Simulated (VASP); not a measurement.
# CuP (Fm-3m) in VASP: notebook

CuP is run at these levels: r2SCAN; tasks: single point.

All numbers are computed with VASP 6.6.1; they aren't measurements. Logs are shortened: lines on timing, memory, paths and dates and some standing lists are left out, and cuts for length are marked.

**1. The cell of the first run**

It takes space group Fm-3m (No. 225, cubic). The conventional cell has a = 4.816 Å, b = 4.816 Å, c = 4.816 Å, α = 90.00°, β = 90.00°, γ = 90.00°. Cu (site symmetry m-3m) has 6 P at 2.41 Å within 3.2 Å. Within 3.2 Å of P (site symmetry m-3m) lie 6 Cu at 2.41 Å.

**2. Single point, r2SCAN (13.96 Å³/atom)**

The input, POSCAR:

```
CuP
1.0
    0.0000000000      2.4078627738      2.4078627738
    2.4078627738      0.0000000000      2.4078627738
    2.4078627738      2.4078627738      0.0000000000
Cu P
1 1
Direct
    0.5000000000      0.5000000000      0.5000000000
    0.0000000000      0.0000000000      0.0000000000
```

The input, INCAR.step1:

```
SYSTEM = CuP
PREC = Accurate
ENCUT = 520
ISMEAR = 0
SIGMA = 0.05
LREAL = .FALSE.
LASPH = .TRUE.
NELM = 100
NBANDS = 15
GGA = PE
ALGO = Normal
EDIFF = 1E-4
LWAVE = .TRUE.
LCHARG = .FALSE.
```

The input, INCAR.step2:

```
SYSTEM = CuP
PREC = Accurate
ENCUT = 520
EDIFF = 1E-6
ISMEAR = 0
SIGMA = 0.05
LREAL = .FALSE.
LASPH = .TRUE.
NELM = 100
ALGO = Normal
ISIF = 2
LWAVE = .FALSE.
LCHARG = .FALSE.
METAGGA = R2SCAN
LMIXTAU = .TRUE.
NBANDS = 15
ISTART = 1
```

The input, KPOINTS:

```
Automatic mesh
0
G
  12 12 12
  0 0 0
```

Potentials or basis: VASP PAW PBE potentials, release 64 (Cu, P).

Run with:

```bash
$ cat potpaw_PBE.64/Cu/POTCAR potpaw_PBE.64/P/POTCAR > POTCAR
$ cp INCAR.step1 INCAR
$ mpirun -np 1 vasp_std > vasp.out
$ cp INCAR.step2 INCAR
$ mpirun -np 1 vasp_std > vasp.out
```

OUTCAR:

```text
SYSTEM = CuP
   PREC = Accurate
   ENCUT = 520
   EDIFF = 1E-6
   ISMEAR = 0
   LREAL = .FALSE.
   LASPH = .TRUE.
   NELM = 100
   ISIF = 2
   METAGGA = R2SCAN
   ISTART = 1

 ion  position               nearest neighbor table
   1  0.500  0.500  0.500-   2 2.41   2 2.41   2 2.41   2 2.41   2 2.41   2 2.41
   2  0.000  0.000  0.000-   1 2.41   1 2.41   1 2.41   1 2.41   1 2.41   1 2.41

  LATTYP: Found a face centered cubic cell.
 ALAT       =     4.8157255476

  Lattice vectors:

 A1 = (   0.0000000000,   2.4078627738,   2.4078627738)
 A2 = (   2.4078627738,   0.0000000000,   2.4078627738)
 A3 = (   2.4078627738,   2.4078627738,   0.0000000000)

Analysis of symmetry for initial positions (statically):
=====================================================================
 Subroutine PRICEL returns:
 Original cell was already a primitive cell.

 Routine SETGRP: Setting up the symmetry group for a
 face centered cubic supercell.

 Subroutine GETGRP returns: Found 48 space group operations
 (whereof 48 operations were pure point group operations)
 out of a pool of 48 trial point group operations.

The static configuration has the point symmetry O_h .

Analysis of symmetry for dynamics (positions and initial velocities):
=====================================================================
 Subroutine PRICEL returns:
 Original cell was already a primitive cell.

 Routine SETGRP: Setting up the symmetry group for a
 face centered cubic supercell.

 Subroutine GETGRP returns: Found 48 space group operations
 (whereof 48 operations were pure point group operations)
 out of a pool of 48 trial point group operations.

The dynamic configuration has the point symmetry O_h .

 Subroutine INISYM returns: Found 48 space group operations
 (whereof 48 operations are pure point group operations),
 and found     1 'primitive' translations

----------------------------------------------------------------------------------------

                                     Primitive cell

  volume of cell :      27.9206

  direct lattice vectors                    reciprocal lattice vectors
     0.000000000  2.407862774  2.407862774    -0.207653030  0.207653030  0.207653030
     2.407862774  0.000000000  2.407862774     0.207653030 -0.207653030  0.207653030
     2.407862774  2.407862774  0.000000000     0.207653030  0.207653030 -0.207653030

  length of vectors
     3.405232191  3.405232191  3.405232191     0.359665598  0.359665598  0.359665598

  position of ions in fractional coordinates (direct lattice)
     0.500000000  0.500000000  0.500000000
     0.000000000  0.000000000  0.000000000

  ion indices of the primitive-cell ions
   primitive index   ion index
                 1           1
                 2           2

----------------------------------------------------------------------------------------

 KPOINTS: Automatic mesh

Automatic generation of k-mesh.
 Grid dimensions read from file:
 generate k-points for:   12   12   12

 Generating k-lattice:

  Cartesian coordinates                     Fractional coordinates (reciprocal lattice)
    -0.017304419  0.017304419  0.017304419     0.083333333  0.000000000  0.000000000
     0.017304419 -0.017304419  0.017304419     0.000000000  0.083333333  0.000000000
     0.017304419  0.017304419 -0.017304419     0.000000000  0.000000000  0.083333333

  Length of vectors
     0.029972133  0.029972133  0.029972133

  Shift w.r.t. Gamma in fractional coordinates (k-lattice)
     0.000000000  0.000000000  0.000000000

 Subroutine IBZKPT returns following result:
 ===========================================

 Found     72 irreducible k-points:

 Following reciprocal coordinates:
            Coordinates               Weight
  0.000000  0.000000  0.000000      1.000000
  0.083333  0.000000  0.000000      8.000000
  0.166667  0.000000  0.000000      8.000000
  0.250000  0.000000  0.000000      8.000000
  0.333333  0.000000  0.000000      8.000000
  0.416667  0.000000  0.000000      8.000000
[... 16 lines left out ...]
  0.500000  0.166667  0.000000     24.000000
 -0.416667  0.166667  0.000000     24.000000
 [... further k-points ...]
   k-points           NKPTS =     72   k-points in BZ     NKDIM =     72   number of bands    NBANDS=     15
   number of dos      NEDOS =    301   number of ions     NIONS =      2
   total plane-waves  NPLWV =  21952
   dimension x,y,z NGX =    28 NGY =   28 NGZ =   28
   dimension x,y,z NGXF=    56 NGYF=   56 NGZF=   56
   ions per type =               1   1
   NGX,Y,Z   is equivalent  to a cutoff of  13.67, 13.67, 13.67 a.u.
   NGXF,Y,Z  is equivalent  to a cutoff of  27.34, 27.34, 27.34 a.u.
 SYSTEM =  CuP
   PREC   = accura    normal or accurate (medium, high low for compatibility)
   ISTART =      1    job   : 0-new  1-cont  2-samecut
   ICHARG =      0    charge: 1-file 2-atom 10-const
   ISPIN  =      1    spin polarized calculation?
   LNONCOLLINEAR =      F non collinear calculations
   LSORBIT =      F    spin-orbit coupling
   LASPH  =      T    aspherical Exc in radial PAW
   ENCUT  =  520.0 eV  38.22 Ry    6.18 a.u.   6.33  6.33  6.33*2*pi/ulx,y,z
   NELM   =    100;   NELMIN=  2; NELMDL=  0     # of ELM steps
   EDIFF  = 0.1E-05   stopping-criterion for ELM
   LREAL  =      F    real-space projection
   EDIFFG = 0.1E-04   stopping-criterion for IOM
   NSW    =      0    number of steps for IOM
   IBRION =     -1    ionic relax: 0-MD 1-quasi-New 2-CG
   NFREE  =      0    steps in history (QN), initial steepest desc. (CG)
   ISIF   =      2    stress and relaxation
   ISYM   =      2    0-nonsym 1-usesym 2-fastsym
   POTIM  = 0.5000    time-step for ionic-motion
   TEBEG  =    0.0;   TEEND  =   0.0 temperature during run
   PSTRESS=    0.0 pullay stress
   NELECT =      16.0000    total number of electrons
   NUPDOWN=      -1.0000    fix difference up-down
   EMIN   =  10.00;   EMAX   =-10.00  energy-range for DOS
   EFERMI =   0.00;   METHOD = LEGACY
   ISMEAR =     0;   SIGMA  =   0.05  broadening in eV -4-tet -1-fermi 0-gaus
   EFERMI_NEDOS =   21; number of points for ismear=-14 and -15
   IALGO  =     38    algorithm
   IMIX   =      4    mixing-type and parameters
     AMIX     =   0.40;   BMIX     =  1.00
     AMIX_MAG =   1.60;   BMIX_MAG =  1.00
  volume/ion in A,a.u.               =      13.96        94.21
  Fermi-wavevector in a.u.,A,eV,Ry     =   1.359794  2.569638 25.157710  1.849039
  Thomas-Fermi vector in A             =   2.486511
   LORBIT       =      0    0 simple, 1 ext, 2 COOP (PROOUT), +10 PAW based schemes
   METAGGA = R2SCAN    functional components
   LHFCALC =     F    Hartree Fock is set to
   AEXX    =    0.0000 exact exchange contribution
   IVDW    =     0    specifies the selected vdW correction
   LEPSILON=     F    determine dielectric tensor
   LRPA    =     F    only Hartree local field effects (RPA)
 non-spin polarized calculation
 Gauss-broadening in eV      SIGMA  =   0.05
  energy-cutoff  :      520.00
  volume of cell :       27.92
 maximum number of plane-waves:       769
 NGX is ok and might be reduce to    28
   NGX = 13   NGY = 13   NGZ = 13

 number of electron      15.9999998 magnetization

 Free energy of the ion-electron system (eV)
  ---------------------------------------------------
  ext. energy  EPLUGINS =         0.00000000
  ---------------------------------------------------
  free energy    TOTEN  =       -19.37467356 eV

  energy without entropy =      -19.37306244  energy(sigma->0) =      -19.37386800

 E-fermi :   7.6786     XC(G=0): -12.3474

 val. band max:        7.6256288535   @ k =  -0.3333   0.3333   0.0833
 cond. band min:       7.6944399881   @ k =   0.5000   0.2500   0.0000
 fundamental gap:      0.0688111346
 Fermi energy:         7.6786389539

 k-point     1 :       0.0000    0.0000    0.0000
  band No.  band energies     occupation
      1      -6.3638      2.00000
      2       3.9401      2.00000
      3       3.9401      2.00000
      4       3.9401      2.00000
      5       3.9505      2.00000
      6       3.9505      2.00000
      7       8.8541      0.00000
      8       8.8541      0.00000
      9       8.8541      0.00000
     10      15.5485      0.00000
     11      17.4575      0.00000
     12      17.4575      0.00000
     13      17.4576      0.00000
     14      21.0421      0.00000
     15      21.3056      0.00000

 k-point     2 :       0.0833    0.0000    0.0000
  band No.  band energies     occupation
      1      -6.2413      2.00000
      2       3.8727      2.00000
      3       3.8728      2.00000
      4       3.8846      2.00000
      5       3.9716      2.00000
      6       3.9717      2.00000
      7       8.2329      0.00000
      8       8.9414      0.00000
      9       8.9414      0.00000
     10      15.9230      0.00000
     11      17.1321      0.00000
     12      17.5425      0.00000
     13      17.5425      0.00000
     14      20.0081      0.00000
     15      20.0081      0.00000

 k-point     3 :       0.1667    0.0000    0.0000
  band No.  band energies     occupation
      1      -5.8788      2.00000
      2       3.6649      2.00000
      3       3.6778      2.00000
      4       3.6779      2.00000
      5       4.0543      2.00000
      6       4.0543      2.00000
      7       6.9205      2.00000
      8       9.1763      0.00000
      9       9.1763      0.00000
     10      15.4958      0.00000
     11      17.2744      0.00000
     12      17.2745      0.00000
     13      17.9492      0.00000
     14      19.1979      0.00000
     15      19.1979      0.00000
[... 343 lines left out ...]
 k-point    23 :       0.5000    0.1667    0.0000
  band No.  band energies     occupation
      1      -3.2949      2.00000
      2       0.9044      2.00000
      3       2.9084      2.00000
      4       3.1889      2.00000
      5       4.3713      2.00000
      6       4.4350      2.00000
      7       4.8623      2.00000
      8       8.2545      0.00000
      9       8.7412      0.00000
     10      12.6400      0.00000
     11      15.7492      0.00000
     12      16.1718      0.00000
     13      19.5666      0.00000
     14      22.4437      0.00000
     15      23.3602      0.00000

 k-point    24 :      -0.4167    0.1667    0.0000
  band No.  band energies     occupation
      1      -3.1610      2.00000
      2       0.7272      2.00000
      3       2.9099      2.00000
      4       3.0988      2.00000
      5       4.4015      2.00000
      6       4.4418      2.00000
      7       4.8572      2.00000
      8       7.7476      0.05104
      9       9.3458      0.00000
     10      12.9329      0.00000
     11      15.5227      0.00000
     12      15.9070      0.00000
     13      20.3931      0.00000
     14      22.0955      0.00000
     15      22.7023      0.00000

 [... further k-points ...]
[... 5 lines left out ...]
  --------------------------------------------------------------------------------------
  -------------------------------------------------------------------------------------
  Total        0.0080858      0.0080858      0.0080858      0.0000000      0.0000000      0.0000000
  in kB        0.4639905      0.4639905      0.4639905      0.0000000      0.0000000      0.0000000
  external PRESSURE =       0.4639905 kB  Pullay stress =       0.0000000 kB

 VOLUME and BASIS-vectors are now :
 -----------------------------------------------------------------------------
  energy-cutoff  :      520.00
  volume of cell :       27.92
      direct lattice vectors                 reciprocal lattice vectors
     0.000000000  2.407862774  2.407862774    -0.207653030  0.207653030  0.207653030
     2.407862774  0.000000000  2.407862774     0.207653030 -0.207653030  0.207653030
     2.407862774  2.407862774  0.000000000     0.207653030  0.207653030 -0.207653030

 POSITION                                       TOTAL-FORCE (eV/Angst)
 -----------------------------------------------------------------------------------
      2.40786      2.40786      2.40786         0.000000     -0.000000     -0.000000
      0.00000      0.00000      0.00000        -0.000000      0.000000      0.000000
 -----------------------------------------------------------------------------------
    total drift:                                0.000000      0.000000      0.000000

  FREE ENERGIE OF THE ION-ELECTRON SYSTEM (eV)
  ---------------------------------------------------
  free  energy   TOTEN  =       -19.3746735559 eV

  energy  without entropy=      -19.3730624372  energy(sigma->0) =      -19.37386800
```

Wall time 4.5 min (1 thread of Intel Xeon 8259CL, shared host); peak memory 0.18 GiB.

What came out:

```yaml
Free_energy: -19.3747 eV
Pressure: 0.0 GPa
Band_gap_on_the_k_mesh: zero (bands 8 and 9 overlap by 4.94 eV)
```

Levels at points of the mesh, in eV from the Fermi level:
| k point | band 4 | band 5 | band 6 | band 7 | band 8 | band 9 | band 10 | band 11 | band 12 | band 13 |
| --- | --- | --- | --- | --- | --- | --- | --- | --- | --- | --- |
| (0.00, 0.00, 0.00) | -3.74 | -3.73 | -3.73 | 1.18 | 1.18 | 1.18 | 7.87 | 9.78 | 9.78 | 9.78 |
| (0.50, 0.00, 0.00) | -4.66 | -3.26 | -3.26 | -2.80 | 2.64 | 2.64 | 5.61 | 6.21 | 6.21 | 12.17 |
| (0.50, 0.50, 0.00) | -3.49 | -3.14 | -3.14 | -2.32 | -1.95 | -1.95 | 1.72 | 5.92 | 16.66 | 17.22 |

Caveat: the PAW data sets were made with another functional, which shifts forces and pressure a little.

**3. Single point, r2SCAN**

POSCAR is that of step 2.

The input, INCAR.step1:

```
ALGO = Normal
EDIFF = 1E-4
ENCUT = 520
GGA = PE
ISMEAR = 0
LASPH = T
LCHARG = F
LREAL = F
LWAVE = T
NBANDS = 15
NELM = 100
PREC = Accurate
SIGMA = 0.05
```

The input, INCAR.step2:

```
ALGO = Normal
EDIFF = 1E-7
ENCUT = 520
ISIF = 2
ISMEAR = 0
ISTART = 1
LASPH = T
LCHARG = T
LELF = T
LMIXTAU = T
LREAL = F
LVHAR = T
LWAVE = F
METAGGA = R2SCAN
NBANDS = 15
NELM = 100
PREC = Accurate
SIGMA = 0.05
```

The input, KPOINTS:

```
k-points
0
Gamma
  12 12 12
```

Potentials or basis: VASP PAW PBE potentials, release 64 (Cu, P).

Run with:

```bash
$ cat potpaw_PBE.64/Cu/POTCAR potpaw_PBE.64/P/POTCAR > POTCAR
$ cp INCAR.step1 INCAR
$ mpirun -np 1 vasp_std > vasp.out
$ cp INCAR.step2 INCAR
$ mpirun -np 1 vasp_std > vasp.out
```

It took 4.7 min on 1 thread of Intel Xeon 8259CL, shared host; peak memory 0.18 GiB.

Results (log left out):

```yaml
Free_energy: -19.3747 eV
Pressure: 0.1 GPa
Band_gap_on_the_k_mesh: zero (bands 8 and 9 overlap by 4.94 eV)
```

Levels at points of the mesh, in eV from the Fermi level:
| k point | band 5 | band 6 | band 7 | band 8 | band 9 | band 10 | band 11 | band 12 |
| --- | --- | --- | --- | --- | --- | --- | --- | --- |
| (0.00, 0.00, 0.00) | -3.73 | -3.73 | 1.18 | 1.18 | 1.18 | 7.87 | 9.78 | 9.78 |
| (0.50, 0.00, 0.00) | -3.26 | -3.26 | -2.80 | 2.64 | 2.64 | 5.61 | 6.21 | 6.21 |
| (0.50, 0.50, 0.00) | -3.14 | -3.14 | -2.32 | -1.95 | -1.95 | 1.72 | 5.92 | 16.66 |

Caveat: the PAW data sets were made with another functional, which shifts forces and pressure a little.

(Continued in part 2 of 2.)
